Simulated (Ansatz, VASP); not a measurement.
Rh in VASP and in Ansatz

INCAR

```
SYSTEM = Rh
ALGO = Normal
EDIFF = 1E-6
ENCUT = 520
GGA = CA
ISIF = 2
ISMEAR = 0
LASPH = .True.
LCHARG = .False.
LREAL = .False.
LWAVE = .False.
NBANDS = 14
NELM = 60
PREC = Accurate
SIGMA = 0.15
```

The input KPOINTS:

```
k-points
0
Gamma
  22 22 22
  0 0 0
```

The input POSCAR:

```
Rh
1.0
    0.0000000000      1.9098290281      1.9098290281
    1.9098290281      0.0000000000      1.9098290281
    1.9098290281      1.9098290281      0.0000000000
Rh
1
Direct
    0.0000000000      0.0000000000      0.0000000000
```

Input for Ansatz:

```yaml
crystal:
  lattice:
    - [0.0, 1.9098290281, 1.9098290281]
    - [1.9098290281, 0.0, 1.9098290281]
    - [1.9098290281, 1.9098290281, 0.0]
  atoms:
    - { symbol: Rh, position: [0.0, 0.0, 0.0] }
basis:
  ecutwfc: 420
kpoints:
  mp_grid: { grid: [22, 22, 22] }
hamiltonian:
  xc: lda
  pseudopotentials: { kind: paw, azcp: { folder: soft_1 } }
scf:
  occupations: { method: gaussian, width: 0.15 }
output:
  forces: true
  stress: true
  eigenvalues: true
```

Alike in both runs: task single point; functional LDA; k mesh 22 × 22 × 22; occupations gaussian, width 0.15 eV; no spin polarisation.

|  | VASP | Ansatz |
| --- | --- | --- |
| version | VASP 6.6.1 | Ansatz 0.2.0 |
| potentials or method | VASP PAW LDA potentials, release 64 (Rh_pv), cutoff 520 eV | scalar-relativistic, plane waves, PAW |
| valence electrons in the cell | 15 | 17 |

VASP gave:

| Property | Result |
| --- | --- |
| gap on the k mesh at the Fermi level (eV) | none |
| pressure (GPa) | -13.7 |

Problem. What did Ansatz give for the same quantities?

Solution. gap on the k mesh at the Fermi level (eV): none; pressure (GPa): -14.4.

Ansatz warns that its potentials were made for another functional, while VASP's fit it. LDA's correlation is that of Perdew and Zunger in VASP and of Perdew and Wang (1992) in Ansatz. A gap of «none» marks a metal or a gap that the smearing closes. VASP's potentials hold 15 valence electrons a cell and Ansatz's 17, so a difference there can come from the potentials and not from the codes.
